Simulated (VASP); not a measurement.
# Mo2Ru3 (R-3m) in VASP: notebook

Mo2Ru3 is run at these levels: PBE; tasks: single point.

All numbers are computed with VASP 6.6.1; they aren't measurements. Logs are shortened: lines on timing, memory, paths and dates and some standing lists are left out, and cuts for length are marked.

### Step 1. The cell of the first run

The structure is trigonal, space group R-3m (No. 166). The conventional cell has a = 4.416 Å, b = 4.416 Å, c = 13.520 Å, α = 90.00°, β = 90.00°, γ = 120.00°. Within 3.6 Å of Mo (site symmetry 3m) lie 3 Mo at 2.70 Å and 11 Ru at 2.70 to 3.12 Å. Ru (site symmetry 3m) has 7 Mo at 2.70 to 3.12 Å and 7 Ru at 2.70 to 3.12 Å within 3.6 Å. Within 3.6 Å of Ru (site symmetry -3m) lie 6 Ru at 2.70 Å and 8 Mo at 2.70 to 3.12 Å.

### Step 2. Single point, PBE

INCAR

```
SYSTEM = Mo2Ru3
  PREC = Accurate
  ENCUT = 520
  EDIFF = 1E-6
  ISMEAR = 0
  SIGMA = 0.1
  LREAL = .FALSE.
  LASPH = .TRUE.
  NELM = 60
  ALGO = Fast
  ISIF = 2
  LWAVE = .FALSE.
  LCHARG = .TRUE.
  GGA = PE
  LELF = .TRUE.
  LVHAR = .TRUE.
  NBANDS = 43
```

KPOINTS

```
regular mesh
0
G
  6 6 6
  0 0 0
```

POSCAR

```
Mo2Ru3
1.0
    2.2077578100      1.2746495700      4.5065667600
   -2.2077578100      1.2746495700      4.5065667600
    0.0000000000     -2.5492991300      4.5065667600
Mo Ru
2 3
Direct
    0.8000000000      0.8000000000      0.8000000000
    0.2000000000      0.2000000000      0.2000000000
    0.4000000000      0.4000000000      0.4000000000
    0.0000000000      0.0000000000      0.0000000000
    0.6000000000      0.6000000000      0.6000000000
```

Potentials or basis: VASP PAW PBE potentials, release 64 (Mo_sv, Ru_pv).

Started as:

```sh
cat potpaw_PBE.64/Mo_sv/POTCAR potpaw_PBE.64/Ru_pv/POTCAR > POTCAR
mpirun -np 1 vasp_std > vasp.out
```

OUTCAR:

```text
SYSTEM = Mo2Ru3
   PREC = Accurate
   ENCUT = 520
   EDIFF = 1E-6
   ISMEAR = 0
   LREAL = .FALSE.
   LASPH = .TRUE.
   NELM = 60
   ISIF = 2
   GGA = PE

 ion  position               nearest neighbor table
   1  0.800  0.800  0.800-   3 2.70   3 2.70   2 2.70   2 2.70   5 2.70   4 2.70   3 2.70   2 2.70
                             4 3.12   5 3.12   4 3.12   4 3.12   5 3.12   5 3.12
   2  0.200  0.200  0.200-   5 2.70   5 2.70   1 2.70   1 2.70   3 2.70   4 2.70   5 2.70   1 2.70
                             4 3.12   3 3.12   4 3.12   4 3.12   3 3.12   3 3.12
   3  0.400  0.400  0.400-   4 2.70   4 2.70   1 2.70   1 2.70   2 2.70   5 2.70   4 2.70   1 2.70
                             5 3.12   2 3.12   5 3.12   5 3.12   2 3.12   2 3.12
   4  0.000  0.000  0.000-   5 2.70   5 2.70   3 2.70   3 2.70   1 2.70   2 2.70   5 2.70   3 2.70
                             2 3.12   1 3.12   2 3.12   1 3.12   2 3.12   1 3.12
   5  0.600  0.600  0.600-   2 2.70   2 2.70   4 2.70   4 2.70   1 2.70   3 2.70   2 2.70   4 2.70
                             3 3.12   1 3.12   3 3.12   3 3.12   1 3.12   1 3.12

  LATTYP: Found a trigonal (rhomboedric) cell.
 ALAT       =     5.1776510153
 COS(alpha) =     0.6363636362

  Lattice vectors:

 A1 = (   2.2077578100,   1.2746495700,   4.5065667600)
 A2 = (  -2.2077578100,   1.2746495700,   4.5065667600)
 A3 = (   0.0000000000,  -2.5492991300,   4.5065667600)

Analysis of symmetry for initial positions (statically):
=====================================================================
 Subroutine PRICEL returns:
 Original cell was already a primitive cell.

 Routine SETGRP: Setting up the symmetry group for a
 trigonal (rhombohedral) supercell.

 Subroutine GETGRP returns: Found 12 space group operations
 (whereof 12 operations were pure point group operations)
 out of a pool of 12 trial point group operations.

The static configuration has the point symmetry D_3d.

Analysis of symmetry for dynamics (positions and initial velocities):
=====================================================================
 Subroutine PRICEL returns:
 Original cell was already a primitive cell.

 Routine SETGRP: Setting up the symmetry group for a
 trigonal (rhombohedral) supercell.

 Subroutine GETGRP returns: Found 12 space group operations
 (whereof 12 operations were pure point group operations)
 out of a pool of 12 trial point group operations.

The dynamic configuration has the point symmetry D_3d.

 Subroutine INISYM returns: Found 12 space group operations
 (whereof 12 operations are pure point group operations),
 and found     1 'primitive' translations

----------------------------------------------------------------------------------------

                                     Primitive cell

  volume of cell :      76.0921

  direct lattice vectors                    reciprocal lattice vectors
     2.207757810  1.274649570  4.506566760     0.226474117  0.130754892  0.073966137
    -2.207757810  1.274649570  4.506566760    -0.226474117  0.130754892  0.073966137
     0.000000000 -2.549299130  4.506566760     0.000000000 -0.261509784  0.073966137

  length of vectors
     5.177651015  5.177651015  5.177651013     0.271768940  0.271768940  0.271768940

  position of ions in fractional coordinates (direct lattice)
     0.800000000  0.800000000  0.800000000
     0.200000000  0.200000000  0.200000000
     0.400000000  0.400000000  0.400000000
     0.000000000  0.000000000  0.000000000
     0.600000000  0.600000000  0.600000000

  ion indices of the primitive-cell ions
   primitive index   ion index
                 1           1
                 2           2
                 3           3
                 4           4
                 5           5

----------------------------------------------------------------------------------------

 KPOINTS: regular mesh

Automatic generation of k-mesh.
 Grid dimensions read from file:
 generate k-points for:    6    6    6

 Generating k-lattice:

  Cartesian coordinates                     Fractional coordinates (reciprocal lattice)
     0.037745686  0.021792482  0.012327689     0.166666667  0.000000000  0.000000000
    -0.037745686  0.021792482  0.012327689     0.000000000  0.166666667  0.000000000
     0.000000000 -0.043584964  0.012327689     0.000000000  0.000000000  0.166666667

  Length of vectors
     0.045294823  0.045294823  0.045294823

  Shift w.r.t. Gamma in fractional coordinates (k-lattice)
     0.000000000  0.000000000  0.000000000

 Subroutine IBZKPT returns following result:
 ===========================================

 Found     32 irreducible k-points:

 Following reciprocal coordinates:
            Coordinates               Weight
  0.000000  0.000000  0.000000      1.000000
  0.166667 -0.000000  0.000000      6.000000
  0.333333 -0.000000  0.000000      6.000000
  0.500000 -0.000000  0.000000      3.000000
  0.166667  0.166667  0.000000      6.000000
  0.333333  0.166667  0.000000     12.000000
[... 16 lines left out ...]
  0.500000  0.500000  0.166667      6.000000
 -0.333333  0.500000  0.166667     12.000000
 [... further k-points ...]
   k-points           NKPTS =     32   k-points in BZ     NKDIM =     32   number of bands    NBANDS=     43
   number of dos      NEDOS =    301   number of ions     NIONS =      5
   total plane-waves  NPLWV =  64000
   dimension x,y,z NGX =    40 NGY =   40 NGZ =   40
   dimension x,y,z NGXF=    80 NGYF=   80 NGZF=   80
   ions per type =               2   3
   NGX,Y,Z   is equivalent  to a cutoff of  12.84, 12.84, 12.84 a.u.
   NGXF,Y,Z  is equivalent  to a cutoff of  25.69, 25.69, 25.69 a.u.
 SYSTEM =  Mo2Ru3
   PREC   = accura    normal or accurate (medium, high low for compatibility)
   ISTART =      0    job   : 0-new  1-cont  2-samecut
   ICHARG =      2    charge: 1-file 2-atom 10-const
   ISPIN  =      1    spin polarized calculation?
   LNONCOLLINEAR =      F non collinear calculations
   LSORBIT =      F    spin-orbit coupling
   LASPH  =      T    aspherical Exc in radial PAW
   ENCUT  =  520.0 eV  38.22 Ry    6.18 a.u.   9.63  9.63  9.63*2*pi/ulx,y,z
   NELM   =     60;   NELMIN=  2; NELMDL= -5     # of ELM steps
   EDIFF  = 0.1E-05   stopping-criterion for ELM
   LREAL  =      F    real-space projection
   EDIFFG = 0.1E-04   stopping-criterion for IOM
   NSW    =      0    number of steps for IOM
   IBRION =     -1    ionic relax: 0-MD 1-quasi-New 2-CG
   NFREE  =      0    steps in history (QN), initial steepest desc. (CG)
   ISIF   =      2    stress and relaxation
   ISYM   =      2    0-nonsym 1-usesym 2-fastsym
   POTIM  = 0.5000    time-step for ionic-motion
   TEBEG  =    0.0;   TEEND  =   0.0 temperature during run
   PSTRESS=    0.0 pullay stress
   NELECT =      70.0000    total number of electrons
   NUPDOWN=      -1.0000    fix difference up-down
   EMIN   =  10.00;   EMAX   =-10.00  energy-range for DOS
   EFERMI =   0.00;   METHOD = LEGACY
   ISMEAR =     0;   SIGMA  =   0.10  broadening in eV -4-tet -1-fermi 0-gaus
   EFERMI_NEDOS =   21; number of points for ismear=-14 and -15
   IALGO  =     68    algorithm
   IMIX   =      4    mixing-type and parameters
     AMIX     =   0.40;   BMIX     =  1.00
     AMIX_MAG =   1.60;   BMIX_MAG =  1.00
  volume/ion in A,a.u.               =      15.22       102.70
  Fermi-wavevector in a.u.,A,eV,Ry     =   1.592188  3.008800 34.491632  2.535063
  Thomas-Fermi vector in A             =   2.690612
   LORBIT       =      0    0 simple, 1 ext, 2 COOP (PROOUT), +10 PAW based schemes
   GGA     = PE    functional components
   LHFCALC =     F    Hartree Fock is set to
   AEXX    =    0.0000 exact exchange contribution
   IVDW    =     0    specifies the selected vdW correction
   LEPSILON=     F    determine dielectric tensor
   LRPA    =     F    only Hartree local field effects (RPA)
 non-spin polarized calculation
 RMM-DIIS sequential band-by-band and
 Gauss-broadening in eV      SIGMA  =   0.10
  energy-cutoff  :      520.00
  volume of cell :       76.09
 maximum number of plane-waves:      2068
 NGX is ok and might be reduce to    40
   NGX = 19   NGY = 19   NGZ = 19

 number of electron      70.0000000 magnetization

 Free energy of the ion-electron system (eV)
  ---------------------------------------------------
  ext. energy  EPLUGINS =         0.00000000
  ---------------------------------------------------
  free energy    TOTEN  =       -47.90155426 eV

  energy without entropy =      -47.85230442  energy(sigma->0) =      -47.87692934

 E-fermi :  11.8833     XC(G=0): -13.4680

 val. band max:       11.8813195001   @ k =  -0.3333   0.5000   0.3333
 cond. band min:      11.8905660483   @ k =   0.5000  -0.0000   0.0000
 fundamental gap:      0.0092465483
 Fermi energy:        11.8832542922

 k-point     1 :       0.0000    0.0000    0.0000
  band No.  band energies     occupation
      1     -49.4705      2.00000
      2     -49.2854      2.00000
      3     -31.1385      2.00000
      4     -31.1298      2.00000
      5     -31.1298      2.00000
      6     -31.0208      2.00000
[... 35 lines left out ...]
     42      13.9207      0.00000
     43      13.9207      0.00000

 k-point     2 :       0.1667   -0.0000    0.0000
  band No.  band energies     occupation
      1     -49.4598      2.00000
      2     -49.2965      2.00000
      3     -31.1592      2.00000
      4     -31.1463      2.00000
      5     -31.1148      2.00000
      6     -31.0222      2.00000
[... 35 lines left out ...]
     42      13.8393      0.00000
     43      14.6097      0.00000

 k-point     3 :       0.3333   -0.0000    0.0000
  band No.  band energies     occupation
      1     -49.4321      2.00000
      2     -49.3251      2.00000
      3     -31.1860      2.00000
      4     -31.1728      2.00000
      5     -31.0848      2.00000
      6     -31.0263      2.00000
[... 919 lines left out ...]
      6     -31.0137      2.00000
[... 35 lines left out ...]
     42      13.3356      0.00000
     43      14.0337      0.00000

 k-point    24 :      -0.3333    0.5000    0.1667
  band No.  band energies     occupation
      1     -49.4101      2.00000
      2     -49.3478      2.00000
      3     -31.1985      2.00000
      4     -31.1363      2.00000
      5     -31.0867      2.00000
      6     -31.0311      2.00000
[... 35 lines left out ...]
     42      13.7876      0.00000
     43      14.4275      0.00000

 [... further k-points ...]

------------------------ aborting loop because EDIFF is reached ----------------------------------------

  FORCE on cell =-STRESS in cart. coord.  units (eV):
  Direction    XX          YY          ZZ          XY          YZ          ZX
  --------------------------------------------------------------------------------------
  -------------------------------------------------------------------------------------
  Total       -2.7916193     -2.7916193     -4.3989818     -0.0000000     -0.0000000      0.0000000
  in kB      -58.7797166    -58.7797167    -92.6239832     -0.0000000     -0.0000001      0.0000000
  external PRESSURE =     -70.0611388 kB  Pullay stress =       0.0000000 kB

 VOLUME and BASIS-vectors are now :
 -----------------------------------------------------------------------------
  energy-cutoff  :      520.00
  volume of cell :       76.09
      direct lattice vectors                 reciprocal lattice vectors
     2.207757810  1.274649570  4.506566760     0.226474117  0.130754892  0.073966137
    -2.207757810  1.274649570  4.506566760    -0.226474117  0.130754892  0.073966137
     0.000000000 -2.549299130  4.506566760     0.000000000 -0.261509784  0.073966137

 POSITION                                       TOTAL-FORCE (eV/Angst)
 -----------------------------------------------------------------------------------
      0.00000      0.00000     10.81576        -0.000000     -0.000000     -0.138243
      0.00000      0.00000      2.70394        -0.000000      0.000000      0.138243
      0.00000      0.00000      5.40788        -0.000000     -0.000000     -0.561999
      0.00000      0.00000      0.00000         0.000000      0.000000      0.000000
      0.00000      0.00000      8.11182        -0.000000      0.000000      0.561999
 -----------------------------------------------------------------------------------
    total drift:                               -0.000000      0.000000     -0.000000

  FREE ENERGIE OF THE ION-ELECTRON SYSTEM (eV)
  ---------------------------------------------------
  free  energy   TOTEN  =       -47.9015542598 eV

  energy  without entropy=      -47.8523044191  energy(sigma->0) =      -47.87692934
```

Wall time 2.3 min (1 thread of Intel Xeon 6975P-C (Granite Rapids), shared host); peak memory 0.28 GiB.

What came out:

```yaml
Free_energy: -47.9016 eV
Pressure: -7.0 GPa
Largest_force: 0.562 eV/Å
Band_gap_on_the_k_mesh: zero (bands 35 and 36 overlap by 0.77 eV)
```

Forces on the atoms (eV/Å):
```
Mo   0.000  0.000 -0.138
Mo   0.000  0.000  0.138
Ru   0.000  0.000 -0.562
Ru   0.000  0.000  0.000
Ru   0.000  0.000  0.562
```

Stress tensor (GPa, compression positive):
```
-5.88  0.00  0.00
 0.00 -5.88  0.00
 0.00  0.00 -9.26
```

Caveat: the cell stands under tension.

### Step 3. Single point, PBE

This run uses another cell than the first one, of 14.85 Å³/atom.

INCAR

```
  ALGO = Fast
  EDIFF = 1E-6
  ENCUT = 520
  GGA = PE
  ISIF = 2
  ISMEAR = 0
  LASPH = True
  LCHARG = False
  LREAL = False
  LWAVE = False
  NBANDS = 43
  NELM = 100
  PREC = Accurate
  SIGMA = 0.1
```

KPOINTS

```
k-points
0
Gamma
  12 12 12
```

POSCAR

```
Mo2Ru3
1.0
    2.2074842050      1.2744916000      4.3993169253
   -2.2074842050      1.2744916000      4.3993169253
    0.0000000000     -2.5489832000      4.3993169253
Mo Ru
2 3
Direct
    0.8071651311      0.8071651311      0.8071651311
    0.1928348689      0.1928348689      0.1928348689
    0.3906827408      0.3906827408      0.3906827408
    0.0000000000      0.0000000000      0.0000000000
    0.6093172592      0.6093172592      0.6093172592
```

Potentials or basis: VASP PAW PBE potentials, release 64 (Mo_sv, Ru_pv).

Started as:

```sh
cat potpaw_PBE.64/Mo_sv/POTCAR potpaw_PBE.64/Ru_pv/POTCAR > POTCAR
mpirun -np 1 vasp_std > vasp.out
```

Run time: 11 min. Hardware: 1 thread of Intel Xeon 6975P-C (Granite Rapids), shared host; peak memory 0.59 GiB.

It converged, with:

```
Free energy            : -48.0804 eV
Pressure               : 0.2 GPa
Largest force          : 0.009 eV/Å
Band gap on the k mesh : zero (bands 35 and 36 overlap by 0.86 eV)
```

Forces in eV/Å, atoms in the order of the input:
```
Mo   0.000  0.000 -0.009
Mo   0.000  0.000  0.009
Ru   0.000  0.000  0.005
Ru   0.000  0.000  0.000
Ru   0.000  0.000 -0.005
```

Levels at points of the mesh, in eV from the Fermi level:
| k point | band 32 | band 33 | band 34 | band 35 | band 36 | band 37 | band 38 | band 39 |
| --- | --- | --- | --- | --- | --- | --- | --- | --- |
| (0.00, 0.00, 0.00) | -1.80 | -1.62 | -0.15 | -0.15 | 0.64 | 0.64 | 0.70 | 0.70 |
| (0.50, 0.00, 0.00) | -1.52 | -0.36 | -0.15 | -0.12 | 0.13 | 0.63 | 0.66 | 0.93 |
| (0.50, 0.50, 0.00) | -0.92 | -0.46 | -0.40 | 0.31 | 0.50 | 0.60 | 0.97 | 1.20 |
| (0.50, 0.50, 0.50) | -0.45 | -0.45 | -0.22 | 0.26 | 0.26 | 1.08 | 1.08 | 1.13 |
